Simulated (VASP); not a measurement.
# Re (Im-3m) in VASP: notebook

Runs on Re. Level: RPBE. Tasks: single point.

All numbers are computed with VASP 6.6.1; they aren't measurements. Logs are shortened: lines on timing, memory, paths and dates and some standing lists are left out, and cuts for length are marked.

## (1) The cell of the first run

It takes space group Im-3m (No. 229, cubic). The conventional cell has a = 2.994 Å, b = 2.994 Å, c = 2.994 Å, α = 90.00°, β = 90.00°, γ = 90.00°. Within 3.4 Å of Re (site symmetry m-3m) lie 14 Re at 2.59 to 2.99 Å.

This isn't the form of Re at room conditions, which is hcp.

## (2) Single point, RPBE (13.42 Å³/atom)

Contents of INCAR:

```
SYSTEM = Re
PREC = Accurate
ENCUT = 600
EDIFF = 1E-6
ISMEAR = -1
SIGMA = 0.1
LREAL = .False.
LASPH = .True.
NELM = 120
ALGO = Normal
ISIF = 2
LWAVE = .False.
LCHARG = .True.
GGA = RP
LELF = .True.
LVHAR = .True.
NBANDS = 10
GGA_COMPAT = .False.
```

Contents of KPOINTS:

```
Automatic mesh
0
Gamma
  16 16 16
  0 0 0
```

Contents of POSCAR:

```
Re
1.0
   -1.4971542738      1.4971542738      1.4971542738
    1.4971542738     -1.4971542738      1.4971542738
    1.4971542738      1.4971542738     -1.4971542738
Re
1
Direct
    0.0000000000      0.0000000000      0.0000000000
```

Potentials or basis: VASP PAW PBE potentials, release 64 (Re).

Launch:

```bash
cat potpaw_PBE.64/Re/POTCAR > POTCAR
mpirun -np 1 vasp_std > vasp.out
```

OUTCAR:

```text
SYSTEM = Re
   PREC = Accurate
   ENCUT = 600
   EDIFF = 1E-6
   ISMEAR = -1
   LREAL = .False.
   LASPH = .True.
   NELM = 120
   ISIF = 2
   GGA = RP

 ion  position               nearest neighbor table
   1  0.000  0.000  0.000-

  LATTYP: Found a body centered cubic cell.
 ALAT       =     2.9943085476

  Lattice vectors:

 A1 = (  -1.4971542738,   1.4971542738,   1.4971542738)
 A2 = (   1.4971542738,  -1.4971542738,   1.4971542738)
 A3 = (   1.4971542738,   1.4971542738,  -1.4971542738)

Analysis of symmetry for initial positions (statically):
=====================================================================
 Subroutine PRICEL returns:
 Original cell was already a primitive cell.

 Routine SETGRP: Setting up the symmetry group for a
 body centered cubic supercell.

 Subroutine GETGRP returns: Found 48 space group operations
 (whereof 48 operations were pure point group operations)
 out of a pool of 48 trial point group operations.

The static configuration has the point symmetry O_h .

Analysis of symmetry for dynamics (positions and initial velocities):
=====================================================================
 Subroutine PRICEL returns:
 Original cell was already a primitive cell.

 Routine SETGRP: Setting up the symmetry group for a
 body centered cubic supercell.

 Subroutine GETGRP returns: Found 48 space group operations
 (whereof 48 operations were pure point group operations)
 out of a pool of 48 trial point group operations.

The dynamic configuration has the point symmetry O_h .

 Subroutine INISYM returns: Found 48 space group operations
 (whereof 48 operations are pure point group operations),
 and found     1 'primitive' translations

----------------------------------------------------------------------------------------

                                     Primitive cell

  volume of cell :      13.4233

  direct lattice vectors                    reciprocal lattice vectors
    -1.497154274  1.497154274  1.497154274     0.000000000  0.333966919  0.333966919
     1.497154274 -1.497154274  1.497154274     0.333966919  0.000000000  0.333966919
     1.497154274  1.497154274 -1.497154274     0.333966919  0.333966919  0.000000000

  length of vectors
     2.593147269  2.593147269  2.593147269     0.472300546  0.472300546  0.472300546

  position of ions in fractional coordinates (direct lattice)
     0.000000000  0.000000000  0.000000000

  ion indices of the primitive-cell ions
   primitive index   ion index
                 1           1

----------------------------------------------------------------------------------------

 KPOINTS: Automatic mesh

Automatic generation of k-mesh.
 Grid dimensions read from file:
 generate k-points for:   16   16   16

 Generating k-lattice:

  Cartesian coordinates                     Fractional coordinates (reciprocal lattice)
     0.000000000  0.020872932  0.020872932     0.062500000  0.000000000  0.000000000
     0.020872932  0.000000000  0.020872932     0.000000000  0.062500000  0.000000000
     0.020872932  0.020872932  0.000000000     0.000000000  0.000000000  0.062500000

  Length of vectors
     0.029518784  0.029518784  0.029518784

  Shift w.r.t. Gamma in fractional coordinates (k-lattice)
     0.000000000  0.000000000  0.000000000

 Subroutine IBZKPT returns following result:
 ===========================================

 Found    145 irreducible k-points:

 Following reciprocal coordinates:
            Coordinates               Weight
  0.000000  0.000000  0.000000      1.000000
  0.062500  0.000000  0.000000     12.000000
  0.125000  0.000000  0.000000     12.000000
  0.187500  0.000000  0.000000     12.000000
  0.250000  0.000000  0.000000     12.000000
  0.312500  0.000000  0.000000     12.000000
[... 16 lines left out ...]
  0.187500  0.187500  0.000000     24.000000
  0.250000  0.187500  0.000000     48.000000
 [... further k-points ...]
   k-points           NKPTS =    145   k-points in BZ     NKDIM =    145   number of bands    NBANDS=     10
   number of dos      NEDOS =    301   number of ions     NIONS =      1
   total plane-waves  NPLWV =  13824
   dimension x,y,z NGX =    24 NGY =   24 NGZ =   24
   dimension x,y,z NGXF=    48 NGYF=   48 NGZF=   48
   ions per type =               1
   NGX,Y,Z   is equivalent  to a cutoff of  15.39, 15.39, 15.39 a.u.
   NGXF,Y,Z  is equivalent  to a cutoff of  30.77, 30.77, 30.77 a.u.
 SYSTEM =  Re
   PREC   = accura    normal or accurate (medium, high low for compatibility)
   ISTART =      0    job   : 0-new  1-cont  2-samecut
   ICHARG =      2    charge: 1-file 2-atom 10-const
   ISPIN  =      1    spin polarized calculation?
   LNONCOLLINEAR =      F non collinear calculations
   LSORBIT =      F    spin-orbit coupling
   LASPH  =      T    aspherical Exc in radial PAW
   ENCUT  =  600.0 eV  44.10 Ry    6.64 a.u.   5.18  5.18  5.18*2*pi/ulx,y,z
   NELM   =    120;   NELMIN=  2; NELMDL= -5     # of ELM steps
   EDIFF  = 0.1E-05   stopping-criterion for ELM
   LREAL  =      F    real-space projection
   EDIFFG = 0.1E-04   stopping-criterion for IOM
   NSW    =      0    number of steps for IOM
   IBRION =     -1    ionic relax: 0-MD 1-quasi-New 2-CG
   NFREE  =      0    steps in history (QN), initial steepest desc. (CG)
   ISIF   =      2    stress and relaxation
   ISYM   =      2    0-nonsym 1-usesym 2-fastsym
   POTIM  = 0.5000    time-step for ionic-motion
   TEBEG  =    0.0;   TEEND  =   0.0 temperature during run
   PSTRESS=    0.0 pullay stress
   NELECT =       7.0000    total number of electrons
   NUPDOWN=      -1.0000    fix difference up-down
   EMIN   =  10.00;   EMAX   =-10.00  energy-range for DOS
   EFERMI =   0.00;   METHOD = LEGACY
   ISMEAR =    -1;   SIGMA  =   0.10  broadening in eV -4-tet -1-fermi 0-gaus
   EFERMI_NEDOS =   21; number of points for ismear=-14 and -15
   IALGO  =     38    algorithm
   IMIX   =      4    mixing-type and parameters
     AMIX     =   0.40;   BMIX     =  1.00
     AMIX_MAG =   1.60;   BMIX_MAG =  1.00
  volume/ion in A,a.u.               =      13.42        90.58
  Fermi-wavevector in a.u.,A,eV,Ry     =   1.317713  2.490117 23.624729  1.736369
  Thomas-Fermi vector in A             =   2.447735
   LORBIT       =      0    0 simple, 1 ext, 2 COOP (PROOUT), +10 PAW based schemes
   GGA     = RP    functional components
   LHFCALC =     F    Hartree Fock is set to
   AEXX    =    0.0000 exact exchange contribution
   IVDW    =     0    specifies the selected vdW correction
   LEPSILON=     F    determine dielectric tensor
   LRPA    =     F    only Hartree local field effects (RPA)
 non-spin polarized calculation
  energy-cutoff  :      600.00
  volume of cell :       13.42
 maximum number of plane-waves:       466
 NGX is ok and might be reduce to    24
   NGX = 11   NGY = 11   NGZ = 11

 number of electron       7.0000000 magnetization

 Free energy of the ion-electron system (eV)
  ---------------------------------------------------
  ext. energy  EPLUGINS =         0.00000000
  ---------------------------------------------------
  free energy    TOTEN  =       -11.23371042 eV

  energy without entropy =      -11.20346008  energy(sigma->0) =      -11.21858525

 E-fermi :  10.1252     XC(G=0): -14.2237

 val. band max:       10.1235021374   @ k =  -0.3750   0.5000   0.0625
 cond. band min:      10.1373438986   @ k =   0.1250   0.0625   0.0000
 fundamental gap:      0.0138417612
 Fermi energy:        10.1252125783

 k-point     1 :       0.0000    0.0000    0.0000
  band No.  band energies     occupation
      1      -1.3440      2.00000
      2       7.0968      2.00000
      3       7.0968      2.00000
      4       7.0968      2.00000
      5      11.0147      0.00027
      6      11.0147      0.00027
      7      25.8254      0.00000
      8      25.8254      0.00000
      9      25.8254      0.00000
     10      39.3539      0.00000

 k-point     2 :       0.0625    0.0000    0.0000
  band No.  band energies     occupation
      1      -1.1294      2.00000
      2       6.9705      2.00000
      3       7.0755      2.00000
      4       7.3079      2.00000
      5      10.8169      0.00198
      6      11.0190      0.00026
      7      26.0038      0.00000
      8      26.1866      0.00000
      9      26.3363      0.00000
     10      37.6051      0.00000

 k-point     3 :       0.1250    0.0000    0.0000
  band No.  band energies     occupation
      1      -0.5195      2.00000
      2       6.6278      2.00000
      3       6.9718      2.00000
      4       7.9316      2.00000
      5      10.4270      0.09329
      6      11.0434      0.00021
      7      26.4188      0.00000
      8      27.2310      0.00000
      9      27.5763      0.00000
     10      35.2292      0.00000

 k-point     4 :       0.1875    0.0000    0.0000
  band No.  band energies     occupation
      1       0.3669      2.00000
      2       6.1548      2.00000
      3       6.7581      2.00000
      4       8.9382      1.99999
      5      10.2170      0.57086
      6      11.1131      0.00010
      7      26.6157      0.00000
      8      28.5857      0.00000
      9      28.8607      0.00000
     10      33.7447      0.00000
[... 222 lines left out ...]
 k-point    22 :       0.4375    0.1250    0.0000
  band No.  band energies     occupation
      1       2.3750      2.00000
      2       4.6875      2.00000
      3       8.6947      2.00000
      4      10.7713      0.00312
      5      12.5770      0.00000
      6      16.6124      0.00000
      7      20.9618      0.00000
      8      23.3529      0.00000
      9      27.8710      0.00000
     10      34.7942      0.00000

 k-point    23 :       0.1875    0.1875    0.0000
  band No.  band energies     occupation
      1       2.6200      2.00000
      2       5.4113      2.00000
      3       5.8762      2.00000
      4       9.9791      1.62333
      5      11.8817      0.00000
      6      12.8828      0.00000
      7      25.0316      0.00000
      8      27.5666      0.00000
      9      30.3878      0.00000
     10      30.8341      0.00000

 k-point    24 :       0.2500    0.1875    0.0000
  band No.  band energies     occupation
      1       3.0558      2.00000
      2       5.1194      2.00000
      3       6.2732      2.00000
      4      10.2834      0.34092
      5      12.0100      0.00000
      6      14.7192      0.00000
      7      23.4393      0.00000
      8      26.4009      0.00000
      9      28.7610      0.00000
     10      32.0338      0.00000

 [... further k-points ...]

------------------------ aborting loop because EDIFF is reached ----------------------------------------

  FORCE on cell =-STRESS in cart. coord.  units (eV):
  Direction    XX          YY          ZZ          XY          YZ          ZX
  --------------------------------------------------------------------------------------
  -------------------------------------------------------------------------------------
  Total        4.9501722      4.9501722      4.9501722      0.0000000      0.0000000      0.0000000
  in kB      590.8418348    590.8418348    590.8418348      0.0000000      0.0000000      0.0000000
  external PRESSURE =     590.8418348 kB  Pullay stress =       0.0000000 kB

 VOLUME and BASIS-vectors are now :
 -----------------------------------------------------------------------------
  energy-cutoff  :      600.00
  volume of cell :       13.42
      direct lattice vectors                 reciprocal lattice vectors
    -1.497154274  1.497154274  1.497154274     0.000000000  0.333966919  0.333966919
     1.497154274 -1.497154274  1.497154274     0.333966919  0.000000000  0.333966919
     1.497154274  1.497154274 -1.497154274     0.333966919  0.333966919  0.000000000

 POSITION                                       TOTAL-FORCE (eV/Angst)
 -----------------------------------------------------------------------------------
      0.00000      0.00000      0.00000         0.000000     -0.000000      0.000000
 -----------------------------------------------------------------------------------
    total drift:                                0.000000      0.000000     -0.000000

  FREE ENERGIE OF THE ION-ELECTRON SYSTEM (eV)
  ---------------------------------------------------
  free  energy   TOTEN  =       -11.2337104224 eV

  energy  without entropy=      -11.2034600844  energy(sigma->0) =      -11.21858525
```

Wall time 13 s (1 thread of Intel Xeon Platinum 8488C (Sapphire Rapids), shared host); peak memory 0.16 GiB.

Results:

| Quantity | Value |
| --- | --- |
| Free energy | -11.2337 eV |
| Pressure | 59.1 GPa |
| Band gap on the k mesh | zero (an odd number of electrons rules out a gap without spin polarisation) |

Caveat: the cell stands under pressure; the PAW data sets were made with another functional, which shifts forces and pressure a little; spin-orbit coupling is left out, which moves the levels of the heavy elements.

## (3) Single point, RPBE (14.03 Å³/atom)

This run uses another cell than the first one, of 14.03 Å³/atom.

INCAR is that of step 2.

KPOINTS is that of step 2.

Contents of POSCAR:

```
Re
1.0
   -1.5195031549      1.5195031549      1.5195031549
    1.5195031549     -1.5195031549      1.5195031549
    1.5195031549      1.5195031549     -1.5195031549
Re
1
Direct
    0.0000000000      0.0000000000      0.0000000000
```

Potentials or basis: VASP PAW PBE potentials, release 64 (Re).

Launch:

```bash
cat potpaw_PBE.64/Re/POTCAR > POTCAR
mpirun -np 1 vasp_std > vasp.out
```

It took 12 s on 1 thread of Intel Xeon Platinum 8488C (Sapphire Rapids), shared host; peak memory 0.16 GiB.

It converged, with:

| Item | Value |
| --- | --- |
| Free energy | -11.4106 eV |
| Pressure | 34.7 GPa |
| Band gap on the k mesh | zero (an odd number of electrons rules out a gap without spin polarisation) |

Levels at points of the mesh, in eV from the Fermi level:
| k point | band 1 | band 2 | band 3 | band 4 | band 5 | band 6 | band 7 | band 8 |
| --- | --- | --- | --- | --- | --- | --- | --- | --- |
| (0.00, 0.00, 0.00) | -11.12 | -2.86 | -2.86 | -2.86 | 0.85 | 0.85 | 15.63 | 15.63 |
| (0.50, 0.00, 0.00) | -7.93 | -5.30 | 0.07 | 0.76 | 1.72 | 4.91 | 10.88 | 12.06 |
| (0.50, 0.50, 0.50) | -7.62 | -7.62 | 3.88 | 3.88 | 3.88 | 8.34 | 8.34 | 8.34 |

Caveat: the cell stands under pressure; the PAW data sets were made with another functional, which shifts forces and pressure a little; spin-orbit coupling is left out, which moves the levels of the heavy elements.

## (4) Single point, RPBE (14.64 Å³/atom)

This run uses another cell than the first one, of 14.64 Å³/atom.

Contents of INCAR:

```
SYSTEM = Re
PREC = Accurate
ENCUT = 600
EDIFF = 1E-6
ISMEAR = -1
SIGMA = 0.1
LREAL = .FALSE.
LASPH = .TRUE.
NELM = 120
ALGO = Normal
ISIF = 2
LWAVE = .FALSE.
LCHARG = .FALSE.
GGA = RP
NBANDS = 10
GGA_COMPAT = .FALSE.
```

Contents of KPOINTS:

```
regular mesh
0
G
  16 16 16
  0 0 0
```

Contents of POSCAR:

```
Re
1.0
   -1.5412132760      1.5412132760      1.5412132760
    1.5412132760     -1.5412132760      1.5412132760
    1.5412132760      1.5412132760     -1.5412132760
Re
1
Direct
    0.0000000000      0.0000000000      0.0000000000
```

Launch:

```bash
cat potpaw_PBE.64/Re/POTCAR > POTCAR
mpirun -np 1 vasp_std > vasp.out
```

It took 11 s on 1 thread of Intel Xeon Platinum 8488C (Sapphire Rapids), shared host; peak memory 0.16 GiB.

The run converged. Its results:

- Free energy: -11.5044 eV
- Pressure: 15.2 GPa
- Band gap on the k mesh: zero (an odd number of electrons rules out a gap without spin polarisation)

Levels at points of the mesh, in eV from the Fermi level:
```csv
k point,band 1,band 2,band 3,band 4,band 5,band 6
"(0.00, 0.00, 0.00)",-10.79,-2.71,-2.71,-2.71,0.81,0.81
"(0.50, 0.00, 0.00)",-7.55,-5.00,-0.01,0.70,1.60,4.57
"(0.50, 0.50, 0.50)",-7.18,-7.18,3.62,3.62,3.62,8.04
```

Caveat: the cell stands under pressure; the PAW data sets were made with another functional, which shifts forces and pressure a little; spin-orbit coupling is left out, which moves the levels of the heavy elements.

## (5) The runs side by side

```tsv
cell	gap on the mesh (eV)	pressure (GPa)
a = 2.593 Å, angles 109.5°, 1 atom	none	59.1
a = 2.632 Å, angles 109.5°, 1 atom	none	34.7
a = 2.669 Å, angles 109.5°, 1 atom	none	15.2
```

Alike in all rows: task single point; level RPBE; potentials or basis VASP PAW PBE potentials, release 64 (Re); no spin polarisation; k mesh 16 × 16 × 16; cutoff (eV) 600; smearing fermi-dirac 0.1 eV.

Caveats: the cell stands under pressure; the PAW data sets were made with another functional, which shifts forces and pressure a little; spin-orbit coupling is left out, which moves the levels of the heavy elements.

Absolute energies hang on the potentials; compare differences alone.

The gap in the log of VASP goes by the Fermi energy; the results here count the filled bands.